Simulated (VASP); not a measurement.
# Pd (I4/mmm) in VASP: further runs

Runs on Pd. Level: LDA. Tasks: single point.

All numbers are computed with VASP 6.6.1; they aren't measurements. Logs are shortened: lines on timing, memory, paths and dates and some standing lists are left out, and cuts for length are marked.

### 1 The cell of the first run

The structure is tetragonal, space group I4/mmm (No. 139). Conventional cell: a = 3.396 Å, b = 3.396 Å, c = 2.893 Å, α = 90.00°, β = 90.00°, γ = 90.00°. Within 3.7 Å of Pd (site symmetry 4/mmm) lie 14 Pd at 2.80 to 3.40 Å.

### 2 Single point, LDA (strain +0.080 along x and y, -0.080 along z)

File INCAR:

```
SYSTEM = Pd
PREC = Accurate
ENCUT = 520
EDIFF = 1E-7
ISMEAR = 0
SIGMA = 0.15
LREAL = .FALSE.
LASPH = .TRUE.
NELM = 80
ALGO = Fast
ISIF = 2
LWAVE = .FALSE.
LCHARG = .TRUE.
LELF = .TRUE.
LVHAR = .TRUE.
NBANDS = 11
```

File KPOINTS:

```
regular mesh
0
G
  22 22 22
  0 0 0
```

File POSCAR:

```
Pd
1.0
   -1.6980634800      1.6980634800      1.4464985200
    1.6980634800     -1.6980634800      1.4464985200
    1.6980634800      1.6980634800     -1.4464985200
Pd
1
Direct
    0.0000000000      0.0000000000      0.0000000000
```

Potentials or basis: VASP PAW LDA potentials, release 64 (Pd).

Command:

```sh
$ cat potpaw_LDA.64/Pd/POTCAR > POTCAR
$ mpirun -np 1 vasp_std > vasp.out
```

OUTCAR:

```text
SYSTEM = Pd
   PREC = Accurate
   ENCUT = 520
   EDIFF = 1E-7
   ISMEAR = 0
   LREAL = .FALSE.
   LASPH = .TRUE.
   NELM = 80
   ISIF = 2

 ion  position               nearest neighbor table
   1  0.000  0.000  0.000-

  LATTYP: Found a body centered tetragonal cell.
 ALAT       =     3.3961269600
 C/A-ratio  =     0.8518518519

  Lattice vectors:

 A1 = (  -1.6980634800,   1.6980634800,   1.4464985200)
 A2 = (   1.6980634800,  -1.6980634800,   1.4464985200)
 A3 = (   1.6980634800,   1.6980634800,  -1.4464985200)

Analysis of symmetry for initial positions (statically):
=====================================================================
 Subroutine PRICEL returns:
 Original cell was already a primitive cell.

 Routine SETGRP: Setting up the symmetry group for a
 body centered tetragonal supercell.

 Subroutine GETGRP returns: Found 16 space group operations
 (whereof 16 operations were pure point group operations)
 out of a pool of 16 trial point group operations.

The static configuration has the point symmetry D_4h.

Analysis of symmetry for dynamics (positions and initial velocities):
=====================================================================
 Subroutine PRICEL returns:
 Original cell was already a primitive cell.

 Routine SETGRP: Setting up the symmetry group for a
 body centered tetragonal supercell.

 Subroutine GETGRP returns: Found 16 space group operations
 (whereof 16 operations were pure point group operations)
 out of a pool of 16 trial point group operations.

The dynamic configuration has the point symmetry D_4h.

 Subroutine INISYM returns: Found 16 space group operations
 (whereof 16 operations are pure point group operations),
 and found     1 'primitive' translations

----------------------------------------------------------------------------------------

                                     Primitive cell

  volume of cell :      16.6834

  direct lattice vectors                    reciprocal lattice vectors
    -1.698063480  1.698063480  1.446498520     0.000000000  0.294453067  0.345662296
     1.698063480 -1.698063480  1.446498520     0.294453067  0.000000000  0.345662296
     1.698063480  1.698063480 -1.446498520     0.294453067  0.294453067  0.000000000

  length of vectors
     2.803425963  2.803425963  2.803425963     0.454076020  0.454076020  0.416419521

  position of ions in fractional coordinates (direct lattice)
     0.000000000  0.000000000  0.000000000

  ion indices of the primitive-cell ions
   primitive index   ion index
                 1           1

----------------------------------------------------------------------------------------

 KPOINTS: regular mesh

Automatic generation of k-mesh.
 Grid dimensions read from file:
 generate k-points for:   22   22   22

 Generating k-lattice:

  Cartesian coordinates                     Fractional coordinates (reciprocal lattice)
     0.000000000  0.013384230  0.015711923     0.045454545  0.000000000  0.000000000
     0.013384230  0.000000000  0.015711923     0.000000000  0.045454545  0.000000000
     0.013384230  0.013384230  0.000000000     0.000000000  0.000000000  0.045454545

  Length of vectors
     0.020639819  0.020639819  0.018928160

  Shift w.r.t. Gamma in fractional coordinates (k-lattice)
     0.000000000  0.000000000  0.000000000

 Subroutine IBZKPT returns following result:
 ===========================================

 Found    834 irreducible k-points:

 Following reciprocal coordinates:
            Coordinates               Weight
  0.000000  0.000000  0.000000      1.000000
  0.045455  0.000000  0.000000      8.000000
  0.090909  0.000000  0.000000      8.000000
  0.136364 -0.000000  0.000000      8.000000
  0.181818  0.000000 -0.000000      8.000000
  0.227273  0.000000 -0.000000      8.000000
[... 16 lines left out ...]
  0.500000  0.045455  0.000000     16.000000
 -0.454545  0.045455  0.000000     16.000000
 [... further k-points ...]
   k-points           NKPTS =    834   k-points in BZ     NKDIM =    834   number of bands    NBANDS=     11
   number of dos      NEDOS =    301   number of ions     NIONS =      1
   total plane-waves  NPLWV =  13824
   dimension x,y,z NGX =    24 NGY =   24 NGZ =   24
   dimension x,y,z NGXF=    48 NGYF=   48 NGZF=   48
   ions per type =               1
   NGX,Y,Z   is equivalent  to a cutoff of  14.23, 14.23, 14.23 a.u.
   NGXF,Y,Z  is equivalent  to a cutoff of  28.46, 28.46, 28.46 a.u.
 SYSTEM =  Pd
   PREC   = accura    normal or accurate (medium, high low for compatibility)
   ISTART =      0    job   : 0-new  1-cont  2-samecut
   ICHARG =      2    charge: 1-file 2-atom 10-const
   ISPIN  =      1    spin polarized calculation?
   LNONCOLLINEAR =      F non collinear calculations
   LSORBIT =      F    spin-orbit coupling
   LASPH  =      T    aspherical Exc in radial PAW
   ENCUT  =  520.0 eV  38.22 Ry    6.18 a.u.   5.21  5.21  5.21*2*pi/ulx,y,z
   NELM   =     80;   NELMIN=  2; NELMDL= -5     # of ELM steps
   EDIFF  = 0.1E-06   stopping-criterion for ELM
   LREAL  =      F    real-space projection
   EDIFFG = 0.1E-05   stopping-criterion for IOM
   NSW    =      0    number of steps for IOM
   IBRION =     -1    ionic relax: 0-MD 1-quasi-New 2-CG
   NFREE  =      0    steps in history (QN), initial steepest desc. (CG)
   ISIF   =      2    stress and relaxation
   ISYM   =      2    0-nonsym 1-usesym 2-fastsym
   POTIM  = 0.5000    time-step for ionic-motion
   TEBEG  =    0.0;   TEEND  =   0.0 temperature during run
   PSTRESS=    0.0 pullay stress
   NELECT =      10.0000    total number of electrons
   NUPDOWN=      -1.0000    fix difference up-down
   EMIN   =  10.00;   EMAX   =-10.00  energy-range for DOS
   EFERMI =   0.00;   METHOD = LEGACY
   ISMEAR =     0;   SIGMA  =   0.15  broadening in eV -4-tet -1-fermi 0-gaus
   EFERMI_NEDOS =   21; number of points for ismear=-14 and -15
   IALGO  =     68    algorithm
   IMIX   =      4    mixing-type and parameters
     AMIX     =   0.40;   BMIX     =  1.00
     AMIX_MAG =   1.60;   BMIX_MAG =  1.00
  volume/ion in A,a.u.               =      16.68       112.59
  Fermi-wavevector in a.u.,A,eV,Ry     =   1.380319  2.608425 25.922926  1.905281
  Thomas-Fermi vector in A             =   2.505207
   LORBIT       =      0    0 simple, 1 ext, 2 COOP (PROOUT), +10 PAW based schemes
   GGA     = CA    functional components
   LHFCALC =     F    Hartree Fock is set to
   AEXX    =    0.0000 exact exchange contribution
   IVDW    =     0    specifies the selected vdW correction
   LEPSILON=     F    determine dielectric tensor
   LRPA    =     F    only Hartree local field effects (RPA)
 non-spin polarized calculation
 RMM-DIIS sequential band-by-band and
 Gauss-broadening in eV      SIGMA  =   0.15
  energy-cutoff  :      520.00
  volume of cell :       16.68
 maximum number of plane-waves:       461
 NGX is ok and might be reduce to    24
   NGX = 11   NGY = 11   NGZ = 11

 number of electron      10.0000002 magnetization

 Free energy of the ion-electron system (eV)
  ---------------------------------------------------
  ext. energy  EPLUGINS =         0.00000000
  ---------------------------------------------------
  free energy    TOTEN  =        -6.25626732 eV

  energy without entropy =       -6.23345509  energy(sigma->0) =       -6.24486121

 E-fermi :   7.6406     XC(G=0): -12.7709

 val. band max:        7.6405334603   @ k =  -0.2727   0.4091   0.2727
 cond. band min:       7.6431544652   @ k =   0.2727   0.1818   0.0455
 fundamental gap:      0.0026210049
 Fermi energy:         7.6405766510

 k-point     1 :       0.0000    0.0000    0.0000
  band No.  band energies     occupation
      1       1.3061      2.00000
      2       4.5751      2.00000
      3       5.6058      2.00000
      4       5.6058      2.00000
      5       6.0037      2.00000
      6       7.2680      1.99956
      7      25.5589      0.00000
      8      25.5589      0.00000
      9      29.0371      0.00000
     10      33.1829      0.00000
     11      33.3464      0.00000

 k-point     2 :       0.0455    0.0000    0.0000
  band No.  band energies     occupation
      1       1.3834      2.00000
      2       4.5954      2.00000
      3       5.5945      2.00000
      4       5.6031      2.00000
      5       6.0212      2.00000
      6       7.2430      1.99982
      7      25.5845      0.00000
      8      25.6367      0.00000
      9      28.8121      0.00000
     10      32.2863      0.00000
     11      32.8249      0.00000

 k-point     3 :       0.0909    0.0000    0.0000
  band No.  band energies     occupation
      1       1.6110      2.00000
      2       4.6393      2.00000
      3       5.5524      2.00000
      4       5.6136      2.00000
      5       6.0838      2.00000
      6       7.1753      1.99999
      7      25.6288      0.00000
      8      25.8591      0.00000
      9      28.1004      0.00000
     10      31.4806      0.00000
     11      31.9481      0.00000

 k-point     4 :       0.1364   -0.0000    0.0000
  band No.  band energies     occupation
      1       1.9727      2.00000
      2       4.6582      2.00000
      3       5.4786      2.00000
      4       5.6903      2.00000
      5       6.2037      2.00000
      6       7.0824      2.00000
      7      25.5942      0.00000
      8      26.1897      0.00000
      9      26.9435      0.00000
     10      30.8376      0.00000
     11      31.0904      0.00000
[... 239 lines left out ...]
 k-point    22 :       0.4545    0.0455   -0.0000
  band No.  band energies     occupation
      1       3.2034      2.00000
      2       3.8873      2.00000
      3       6.6455      2.00000
      4       7.5372      1.67048
      5       7.8656      0.03390
      6       9.7970      0.00000
      7      15.3197      0.00000
      8      21.6975      0.00000
      9      22.7976      0.00000
     10      29.6519      0.00000
     11      30.5018      0.00000

 k-point    23 :       0.5000    0.0455    0.0000
  band No.  band energies     occupation
      1       3.2065      2.00000
      2       3.8920      2.00000
      3       6.6684      2.00000
      4       7.5005      1.81353
      5       7.8541      0.04414
      6       9.7321      0.00000
      7      15.4120      0.00000
      8      21.6806      0.00000
      9      22.7861      0.00000
     10      29.6620      0.00000
     11      30.5423      0.00000

 k-point    24 :      -0.4545    0.0455    0.0000
  band No.  band energies     occupation
      1       3.2546      2.00000
      2       3.9407      2.00000
      3       6.6988      2.00000
      4       7.3571      1.99248
      5       7.6654      0.81524
      6       9.0278      0.00000
      7      16.4225      0.00000
      8      21.8705      0.00000
      9      23.0869      0.00000
     10      29.5548      0.00000
     11      30.4933      0.00000

 [... further k-points ...]

------------------------ aborting loop because EDIFF is reached ----------------------------------------

  FORCE on cell =-STRESS in cart. coord.  units (eV):
  Direction    XX          YY          ZZ          XY          YZ          ZX
  --------------------------------------------------------------------------------------
  -------------------------------------------------------------------------------------
  Total       -2.2927844     -2.2927844     -2.3836145      0.0000000      0.0000000      0.0000000
  in kB     -220.1851247   -220.1851247   -228.9078938      0.0000000      0.0000000      0.0000000
  external PRESSURE =    -223.0927144 kB  Pullay stress =       0.0000000 kB

 VOLUME and BASIS-vectors are now :
 -----------------------------------------------------------------------------
  energy-cutoff  :      520.00
  volume of cell :       16.68
      direct lattice vectors                 reciprocal lattice vectors
    -1.698063480  1.698063480  1.446498520     0.000000000  0.294453067  0.345662296
     1.698063480 -1.698063480  1.446498520     0.294453067  0.000000000  0.345662296
     1.698063480  1.698063480 -1.446498520     0.294453067  0.294453067  0.000000000

 POSITION                                       TOTAL-FORCE (eV/Angst)
 -----------------------------------------------------------------------------------
      0.00000      0.00000      0.00000         0.000000     -0.000000      0.000000
 -----------------------------------------------------------------------------------
    total drift:                                0.000000      0.000000      0.000000

  FREE ENERGIE OF THE ION-ELECTRON SYSTEM (eV)
  ---------------------------------------------------
  free  energy   TOTEN  =        -6.2562673220 eV

  energy  without entropy=       -6.2334550932  energy(sigma->0) =       -6.24486121
```

It took 88 s on 1 thread of Intel Xeon 6975P-C, shared host; peak memory 0.26 GiB.

Results:

* Free energy: -6.2563 eV
* Pressure: -22.3 GPa
* Band gap on the k mesh: zero (band 5 reaches 8.01 eV, above the bottom of band 6 at 6.80 eV)

Caveat: the cell differs from its parent crystal (strain +0.080 along x and y, -0.080 along z).

### 3 Single point, LDA (strain +0.000 along x and y, +0.080 along z)

File INCAR:

```
SYSTEM = Pd
  ALGO = Fast
  EDIFF = 1E-6
  ENCUT = 520
  ISIF = 2
  ISMEAR = 0
  LASPH = .True.
  LCHARG = .False.
  LREAL = .False.
  LWAVE = .False.
  NBANDS = 11
  NELM = 100
  PREC = Accurate
  SIGMA = 0.15
```

File KPOINTS:

```
k-points
0
Gamma
  22 22 22
  0 0 0
```

File POSCAR:

```
Pd
1.0
   -1.5722810000      1.5722810000      1.6980634800
    1.5722810000     -1.5722810000      1.6980634800
    1.5722810000      1.5722810000     -1.6980634800
Pd
1
Direct
    0.0000000000      0.0000000000      0.0000000000
```

Potentials or basis: VASP PAW LDA potentials, release 64 (Pd).

Command:

```sh
$ cat potpaw_LDA.64/Pd/POTCAR > POTCAR
$ mpirun -np 1 vasp_std > vasp.out
```

Wall time 70 s (1 thread of Intel Xeon 6975P-C, shared host); peak memory 0.26 GiB.

It converged, with:

| Property | Result |
| --- | --- |
| Free energy | -6.2336 eV |
| Pressure | -23.1 GPa |
| Band gap on the k mesh | zero (band 5 reaches 8.04 eV, above the bottom of band 6 at 6.75 eV) |

Stress tensor (GPa, compression positive):
```
-23.72   0.00   0.00
  0.00 -23.72   0.00
  0.00   0.00 -21.83
```

Levels at points of the mesh, in eV from the Fermi level:
```csv
k point,band 3,band 4,band 5,band 6,band 7,band 8
"(0.00, 0.00, 0.00)",-2.56,-2.13,-1.04,-0.57,18.19,19.44
"(0.50, 0.00, 0.00)",-1.15,-0.52,0.42,1.43,6.64,15.11
"(0.50, 0.50, 0.00)",-0.52,-0.42,0.52,1.90,7.39,14.05
"(0.50, 0.50, 0.50)",0.09,0.21,0.21,7.22,9.41,9.41
```

Caveat: the cell differs from its parent crystal (strain +0.000 along x and y, +0.080 along z).

### 4 Single point, LDA (strain +0.080 along x and y, +0.000 along z)

File INCAR:

```
PREC = Accurate
ENCUT = 520
EDIFF = 1E-6
ISMEAR = 0
SIGMA = 0.15
LREAL = False
LASPH = True
NELM = 80
ALGO = Fast
ISIF = 2
LWAVE = False
LCHARG = False
GGA = CA
NBANDS = 11
```

File KPOINTS:

```
Automatic mesh
0
Gamma
  22 22 22
```

File POSCAR:

```
Pd
1.0
   -1.6980634800      1.6980634800      1.5722810000
    1.6980634800     -1.6980634800      1.5722810000
    1.6980634800      1.6980634800     -1.5722810000
Pd
1
Direct
    0.0000000000      0.0000000000      0.0000000000
```

Command:

```sh
$ cat potpaw_LDA.64/Pd/POTCAR > POTCAR
$ mpirun -np 1 vasp_std > vasp.out
```

Wall time 62 s (1 thread of Intel Xeon 6975P-C, shared host); peak memory 0.27 GiB.

The run converged. Its results:

```yaml
Free_energy: -6.0195 eV
Pressure: -27.4 GPa
Band_gap_on_the_k_mesh: zero (band 5 reaches 6.85 eV, above the bottom of band 6 at 5.71 eV)
```

Stress tensor (GPa, compression positive):
```
-26.93   0.00   0.00
  0.00 -26.93   0.00
  0.00   0.00 -28.23
```

Levels at points of the mesh, in eV from the Fermi level:
```csv
k point,band 3,band 4,band 5,band 6,band 7,band 8
"(0.00, 0.00, 0.00)",-2.01,-2.01,-0.96,-0.47,18.26,18.26
"(0.50, 0.00, 0.00)",-0.75,-0.30,0.40,1.87,6.59,14.10
"(0.50, 0.50, 0.00)",-1.09,-0.65,0.35,1.41,5.85,15.24
"(0.50, 0.50, 0.50)",0.10,0.10,0.21,7.67,7.67,9.88
```

Caveat: the cell differs from its parent crystal (strain +0.080 along x and y, +0.000 along z).

(Continued in part 2 of 2.)
